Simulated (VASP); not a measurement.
# Ga (C2/c) in VASP: a series of runs

Aim: see how the results for Ga move with the level of theory and the settings. Levels: PBEsol, LDA. Tasks: vibrations by perturbation theory, elastic constants.

Program: VASP 6.6.1. These are calculated values, not measurements. Logs are shortened: lines on timing, memory, paths and dates and some standing lists are left out, and cuts for length are marked.

## Step 1: The cell of the first run

Symmetry: C2/c, No. 15, monoclinic system. The conventional cell has a = 2.766 Å, b = 8.053 Å, c = 3.332 Å, α = 90.00°, β = 92.02°, γ = 90.00°. Ga (site symmetry 2) has 10 Ga at 2.69 to 3.33 Å within 3.5 Å.

## Step 2: Vibrations by perturbation theory, PBEsol

Contents of INCAR:

```
SYSTEM = Ga
PREC = Accurate ; ENCUT = 520
EDIFF = 1E-8 ; ISMEAR = -1
SIGMA = 0.05 ; LREAL = .False.
LASPH = .True. ; NELM = 100
ALGO = Normal ; ISIF = 2
LWAVE = .False. ; LCHARG = .False.
GGA = PS ; IBRION = 8
NSW = 1
```

Contents of KPOINTS:

```
regular mesh
0
Gamma
  7 7 6
  0 0 0
```

Contents of POSCAR:

```
Ga
1.0
    1.3830000000     -4.0265000000      0.0000000000
    1.3830000000      4.0265000000      0.0000000000
   -0.1174474948      0.0000000000      3.3299294416
Ga
2
Direct
    0.1310000000      0.8690000000      0.7500000000
    0.8690000000      0.1310000000      0.2500000000
```

Potentials or basis: VASP PAW PBE potentials, release 64 (Ga_d).

The run is started by

```console
$ cat potpaw_PBE.64/Ga_d/POTCAR > POTCAR
$ mpirun -np 1 vasp_std > vasp.out
```

OUTCAR:

```text
SYSTEM = Ga
   PREC = Accurate
   ENCUT = 520
   EDIFF = 1E-8
   ISMEAR = -1
   LREAL = .False.
   LASPH = .True.
   NELM = 100
   ISIF = 2
   GGA = PS
   IBRION = 8
   NSW = 1

 ion  position               nearest neighbor table
   1  0.131  0.869  0.750-   2 2.69   2 2.69   2 2.86   2 2.86   2 2.92   2 2.92
   2  0.869  0.131  0.250-   1 2.69   1 2.69   1 2.86   1 2.86   1 2.92   1 2.92

  LATTYP: Found a base centered monoclinic cell.
 ALAT       =     2.7660000000
 B/A-ratio  =     2.9114244396
 C/A-ratio  =     1.2046276211
 COS(beta)  =    -0.0352483478

  Lattice vectors:

 A1 = (   1.3830000000,  -4.0265000000,   0.0000000000)
 A2 = (   1.3830000000,   4.0265000000,   0.0000000000)
 A3 = (  -0.1174474948,   0.0000000000,   3.3299294416)

Analysis of symmetry for initial positions (statically):
=====================================================================
 Subroutine PRICEL returns:
 Original cell was already a primitive cell.

 Routine SETGRP: Setting up the symmetry group for a
 base centered monoclinic supercell.

 Subroutine GETGRP returns: Found  4 space group operations
 (whereof  2 operations were pure point group operations)
 out of a pool of  4 trial point group operations.

The static configuration has the point symmetry S_2 .
 The point group associated with its full space group is C_2h.

Analysis of symmetry for dynamics (positions and initial velocities):
=====================================================================
 Subroutine PRICEL returns:
 Original cell was already a primitive cell.

 Routine SETGRP: Setting up the symmetry group for a
 base centered monoclinic supercell.

 Subroutine GETGRP returns: Found  4 space group operations
 (whereof  2 operations were pure point group operations)
 out of a pool of  4 trial point group operations.

The dynamic configuration has the point symmetry S_2 .
 The point group associated with its full space group is C_2h.

 Subroutine INISYM returns: Found  4 space group operations
 (whereof  2 operations are pure point group operations),
 and found     1 'primitive' translations

----------------------------------------------------------------------------------------

                                     Primitive cell

  volume of cell :      37.0864

  direct lattice vectors                    reciprocal lattice vectors
     1.383000000 -4.026500000  0.000000000     0.361532899 -0.124177325  0.012751361
     1.383000000  4.026500000  0.000000000     0.361532899  0.124177325  0.012751361
    -0.117447495  0.000000000  3.329929442     0.000000000  0.000000000  0.300306663

  length of vectors
     4.257392541  4.257392541  3.332000000     0.382476983  0.382476983  0.300306663

  position of ions in fractional coordinates (direct lattice)
     0.131000000  0.869000000  0.750000000
     0.869000000  0.131000000  0.250000000

  ion indices of the primitive-cell ions
   primitive index   ion index
                 1           1
                 2           2

----------------------------------------------------------------------------------------

 KPOINTS: regular mesh

Automatic generation of k-mesh.
 Grid dimensions read from file:
 generate k-points for:    7    7    6

 Generating k-lattice:

  Cartesian coordinates                     Fractional coordinates (reciprocal lattice)
     0.051647557 -0.017739618  0.001821623     0.142857143  0.000000000  0.000000000
     0.051647557  0.017739618  0.001821623     0.000000000  0.142857143  0.000000000
     0.000000000  0.000000000  0.050051111     0.000000000  0.000000000  0.166666667
[... 86 lines left out ...]
   LEPSILON=     F    determine dielectric tensor
   LRPA    =     F    only Hartree local field effects (RPA)
 non-spin polarized calculation
  energy-cutoff  :      520.00
  volume of cell :       37.09
 maximum number of plane-waves:      1015
   NGX = 15   NGY = 15   NGZ = 13

--------------------------------------- Ionic step        1  -------------------------------------------

 number of electron      26.0000006 magnetization

 Free energy of the ion-electron system (eV)
  ---------------------------------------------------
  ext. energy  EPLUGINS =         0.00000000
  ---------------------------------------------------
  free energy    TOTEN  =        -6.63601604 eV

  energy without entropy =       -6.62794882  energy(sigma->0) =       -6.63198243

 E-fermi :   5.5188     XC(G=0): -11.1967

 val. band max:        5.5029331620   @ k =   0.2857   0.1429   0.5000
 cond. band min:       5.5414743394   @ k =  -0.1429   0.4286   0.1667
 fundamental gap:      0.0385411773
 Fermi energy:         5.5188062005

 k-point     1 :       0.0000    0.0000    0.0000
  band No.  band energies     occupation
      1      -9.5924      2.00000
      2      -9.5852      2.00000
      3      -9.5497      2.00000
      4      -9.5247      2.00000
      5      -9.2485      2.00000
      6      -9.2471      2.00000
[... 457 lines left out ...]
      4      -9.4045      2.00000
      5      -9.3968      2.00000
      6      -9.2701      2.00000
[... 9 lines left out ...]
     16       8.3353      0.00000
     17      14.5134      0.00000

 [... further k-points ...]

------------------------ aborting loop because EDIFF is reached ----------------------------------------

  FORCE on cell =-STRESS in cart. coord.  units (eV):
  Direction    XX          YY          ZZ          XY          YZ          ZX
  --------------------------------------------------------------------------------------
  -------------------------------------------------------------------------------------
  Total       -0.4743257     -0.0513974     -0.4780188      0.0000000      0.0000000     -0.1176865
  in kB      -20.4914338     -2.2204303    -20.6509772      0.0000000      0.0000000     -5.0841976
  external PRESSURE =     -14.4542804 kB  Pullay stress =       0.0000000 kB

 VOLUME and BASIS-vectors are now :
 -----------------------------------------------------------------------------
  energy-cutoff  :      520.00
  volume of cell :       37.09
      direct lattice vectors                 reciprocal lattice vectors
     1.383000000 -4.026500000  0.000000000     0.361532899 -0.124177325  0.012751361
     1.383000000  4.026500000  0.000000000     0.361532899  0.124177325  0.012751361
    -0.117447495  0.000000000  3.329929442     0.000000000  0.000000000  0.300306663

 POSITION                                       TOTAL-FORCE (eV/Angst)
 -----------------------------------------------------------------------------------
      1.29491      2.97156      2.49745         0.000000     -0.140265     -0.000000
      1.35364     -2.97156      0.83248        -0.000000      0.140265      0.000000
 -----------------------------------------------------------------------------------
    total drift:                                0.000000      0.000000     -0.000000

  FREE ENERGIE OF THE ION-ELECTRON SYSTEM (eV)
  ---------------------------------------------------
  free  energy   TOTEN  =        -6.6360160388 eV

  energy  without entropy=       -6.6279488225  energy(sigma->0) =       -6.63198243

[... ionic steps 2 to 3 ...]

--------------------------------------- Ionic step        4  -------------------------------------------

------------------------ aborting loop because EDIFF is reached ----------------------------------------

--------------------------------------- Ionic step        5  -------------------------------------------

------------------------ aborting loop because EDIFF is reached ----------------------------------------

--------------------------------------- Ionic step        6  -------------------------------------------

 Free energy of the ion-electron system (eV)
  ---------------------------------------------------
  ---------------------------------------------------
  free energy    TOTEN  =        -0.16338864 eV

  energy without entropy =       -0.16338864

------------------------ aborting loop because EDIFF is reached ----------------------------------------

 INTERNAL STRAIN TENSOR  FOR ION    1  DIRECTION 3   (eV/Angst):
 -----------------------------------------------------------------------------
     0.00442 -0.35892 -0.00059
    -0.24314 -0.00079  1.15762
     0.00074  1.10035 -0.00260

 INTERNAL STRAIN TENSOR FOR ION    2 for displacements in x,y,z  (eV/Angst):
          X           Y           Z          XY          YZ          ZX
  --------------------------------------------------------------------------------
  x     0.00000     0.00000     0.00000     0.76942     0.22185     0.00000
  y     2.54543    -1.82401    -1.52183     0.00000     0.00000    -1.16672
  z     0.00000     0.00000     0.00000     0.24314    -1.10035     0.00000

 SECOND DERIVATIVES (NOT SYMMETRIZED)
 ------------------------------------
               1X          1Y          1Z          2X          2Y          2Z
  1X    -0.097803    0.000000   -0.073039    0.097803    0.000000    0.073039
  1Y     0.000000   -4.781289    0.000000    0.000000    4.781289    0.000000
  1Z    -0.073029    0.000000   -2.061784    0.073029    0.000000    2.061784
  2X     0.097803    0.000000    0.073039   -0.097803    0.000000   -0.073039
  2Y     0.000000    4.781289    0.000000    0.000000   -4.781289    0.000000
  2Z     0.073029    0.000000    2.061784   -0.073029    0.000000   -2.061784

 Eigenvectors and eigenvalues of the dynamical matrix
 ----------------------------------------------------

   1 f  =    5.789622 THz    36.377266 2PiTHz  193.120994 cm-1    23.943941 meV
             X         Y         Z           dx          dy          dz
      1.294914  2.971557  2.497447     0.000000   -0.707107    0.000000
      1.353638 -2.971557  0.832482     0.000000    0.707107   -0.000000
[... 21 lines left out ...]
   6 f  =    0.000000 THz     0.000000 2PiTHz    0.000000 cm-1     0.000000 meV
             X         Y         Z           dx          dy          dz
      1.294914  2.971557  2.497447     0.706240   -0.034939    0.002147
      1.353638 -2.971557  0.832482     0.706240   -0.034939    0.002147

--------------------------------------------------------------------------------------------------------

 ELASTIC MODULI CONTR FROM IONIC RELAXATION (kBar)
 Direction    XX          YY          ZZ          XY          YZ          ZX
 --------------------------------------------------------------------------------
 XX         -58.5427     41.9507     35.0007      0.0000      0.0000     26.8336
 YY          41.9507    -30.0611    -25.0809     -0.0000     -0.0000    -19.2285
 ZZ          35.0007    -25.0809    -20.9257     -0.0000     -0.0000    -16.0429
 XY           0.0000     -0.0000     -0.0000   -263.8679    -84.4290     -0.0000
 YZ           0.0000     -0.0000     -0.0000    -84.4290    -56.2355     -0.0000
 ZX          26.8336    -19.2285    -16.0429     -0.0000     -0.0000    -12.2995
 --------------------------------------------------------------------------------
```

Run time: 4.7 min. Hardware: 1 thread of Intel Xeon 6975P-C (Granite Rapids), shared host; peak memory 0.35 GiB.

What came out:

```
Highest phonon frequency at Γ : 193 cm⁻¹
```

Phonon frequencies in cm⁻¹ (negative: imaginary):
| q point | frequencies |
| --- | --- |
| (0.000, 0.000, 0.000) | 0 0 0 27 127 193 |

Caveat: the cell stands under pressure or tension, which shifts response properties; the PAW data sets were made with another functional, which shifts forces and pressure a little.

## Step 3: Elastic constants, LDA

Contents of INCAR:

```
PREC = Accurate
ENCUT = 600
EDIFF = 1E-8
ISMEAR = -1
SIGMA = 0.05
LREAL = False
LASPH = True
NELM = 60
ALGO = Fast
ISIF = 3
LWAVE = False
LCHARG = False
IBRION = 6
NFREE = 2
POTIM = 0.015
NSW = 1
```

Contents of KPOINTS:

```
Automatic mesh
0
Gamma
  7 7 6
```

POSCAR is that of step 2.

Potentials or basis: VASP PAW LDA potentials, release 64 (Ga_d).

The run is started by

```console
$ cat potpaw_LDA.64/Ga_d/POTCAR > POTCAR
$ mpirun -np 1 vasp_std > vasp.out
```

OUTCAR:

```text
PREC = Accurate
   ENCUT = 600
   EDIFF = 1E-8
   ISMEAR = -1
   LREAL = False
   LASPH = True
   NELM = 60
   ISIF = 3
   IBRION = 6
   NFREE = 2
   POTIM = 0.015
   NSW = 1

 ion  position               nearest neighbor table
   1  0.131  0.869  0.750-   2 2.69   2 2.69   2 2.86   2 2.86   2 2.92   2 2.92
   2  0.869  0.131  0.250-   1 2.69   1 2.69   1 2.86   1 2.86   1 2.92   1 2.92

[... 955 lines left out ...]
      1.294914  2.971557  2.497447    -0.283945    0.525296    0.378733
      1.353638 -2.971557  0.832482    -0.283945    0.525296    0.378733

   6 f/i=    0.000000 THz     0.000000 2PiTHz    0.000002 cm-1     0.000000 meV
             X         Y         Z           dx          dy          dz
      1.294914  2.971557  2.497447     0.015502   -0.407908    0.577383
      1.353638 -2.971557  0.832482     0.015502   -0.407908    0.577383

--------------------------------------------------------------------------------------------------------

 ELASTIC MODULI CONTR FROM IONIC RELAXATION (kBar)
 Direction    XX          YY          ZZ          XY          YZ          ZX
 --------------------------------------------------------------------------------
 XX         -56.1123     40.2150     35.0378      0.0000      0.0000     25.2258
 YY          40.2150    -28.8215    -25.1112     -0.0000     -0.0000    -18.0790
 ZZ          35.0378    -25.1112    -21.8785     -0.0000     -0.0000    -15.7516
 XY           0.0000     -0.0000     -0.0000    -36.6486    -24.3435     -0.0000
 YZ           0.0000     -0.0000     -0.0000    -24.3435    -60.0355     -0.0000
 ZX          25.2258    -18.0790    -15.7516     -0.0000     -0.0000    -11.3405
 --------------------------------------------------------------------------------

 TOTAL ELASTIC MODULI (kBar)
 Direction    XX          YY          ZZ          XY          YZ          ZX
 --------------------------------------------------------------------------------
 XX         189.4615    419.4991    956.0183      0.0000      0.0000   -179.5150
 YY         419.4991    754.7413    183.4357     -0.0000     -0.0000    -92.1497
 ZZ         956.0183    183.4357    456.7604     -0.0000     -0.0000    208.9600
 XY           0.0000     -0.0000     -0.0000    267.7477   -119.6180     -0.0000
 YZ           0.0000     -0.0000     -0.0000   -119.6180     94.5781     -0.0000
 ZX        -179.5150    -92.1497    208.9600     -0.0000     -0.0000   -135.3757
 --------------------------------------------------------------------------------
```

It took 11 min on 1 thread of Intel Xeon 6975P-C (Granite Rapids), shared host; peak memory 0.34 GiB.

Results:

* Voigt bulk modulus: 50 GPa
* Highest phonon frequency at Γ: 186 cm⁻¹

Phonon frequencies in cm⁻¹ (negative: imaginary):
```csv
q point,frequencies
"(0.000, 0.000, 0.000)",0 0 0 26 118 186
```

Elastic tensor in Voigt notation (GPa, in the Cartesian axes of the cell as first typed):
```
 19  42  96   0 -18   0
 42  75  18   0  -9   0
 96  18  46   0  21   0
  0   0   0   9   0 -12
-18  -9  21   0 -14   0
  0   0   0 -12   0  27
```

Clamped-ion elastic tensor (GPa):
```
 25  38  92   0 -20   0
 38  78  21   0  -7   0
 92  21  48   0  22   0
  0   0   0  15   0 -10
-20  -7  22   0 -12   0
  0   0   0 -10   0  30
```

Caveat: the cell is under stress, which shifts elastic constants; the elastic tensor has a negative eigenvalue, so either the cell is unstable as it stands or the mesh is too thin.
